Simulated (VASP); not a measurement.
Set up this calculation in VASP 6.6.1, as the native input.

| Item | Value |
| --- | --- |
| Task | single point |
| Functional | LDA |
| Potentials or basis | VASP PAW LDA potentials, release 64 (Ni, Si) |
| Cutoff | 600 eV |
| k mesh | 16 × 16 × 16 |
| Occupations | fermi-dirac, width 0.08 eV |
| Spin | no spin polarisation |
| Dipole correction | no |
| Further INCAR settings | ALGO = Normal; EDIFF = 1e-06; NBANDS = 14 |

The structure of SiNi (rocksalt type) lies in POSCAR:

```
SiNi
1.0
    0.0000000000      2.3213761312      2.3213761312
    2.3213761312      0.0000000000      2.3213761312
    2.3213761312      2.3213761312      0.0000000000
Ni Si
1 1
Direct
    0.0000000000      0.0000000000      0.0000000000
    0.5000000000      0.5000000000      0.5000000000
```

These files were run (other wordings do the same):

INCAR

```
PREC     = Accurate       # precision mode
ENCUT    = 600            # plane-wave cutoff, eV
EDIFF    = 1E-6           # SCF threshold, eV
ISMEAR   = -1             # smearing method
SIGMA    = 0.08           # smearing width, eV
LREAL    = False          # projectors in reciprocal space
LASPH    = True           # aspherical terms in the spheres
NELM     = 120            # most SCF steps
ALGO     = Normal         # electronic algorithm
ISIF     = 2              # what is computed and relaxed
LWAVE    = False          # write WAVECAR
LCHARG   = False          # write CHGCAR
GGA      = CA             # functional
NBANDS   = 14             # bands
GGA_COMPAT= False
```

KPOINTS

```
regular mesh
0
Gamma
  16 16 16
```

Potentials or basis: VASP PAW LDA potentials, release 64 (Ni, Si).

Command:

```console
$ cat potpaw_LDA.64/Ni/POTCAR potpaw_LDA.64/Si/POTCAR > POTCAR
$ mpirun -np 1 vasp_std > vasp.out
```

It gave:

The pressure is 0.3 GPa. The band gap on the k mesh is zero (band 7 reaches 13.96 eV, above the bottom of band 8 at 8.61 eV).

It took 39 s on 1 thread of Intel Xeon 6975P-C (shared host), peak memory 0.19 GiB.
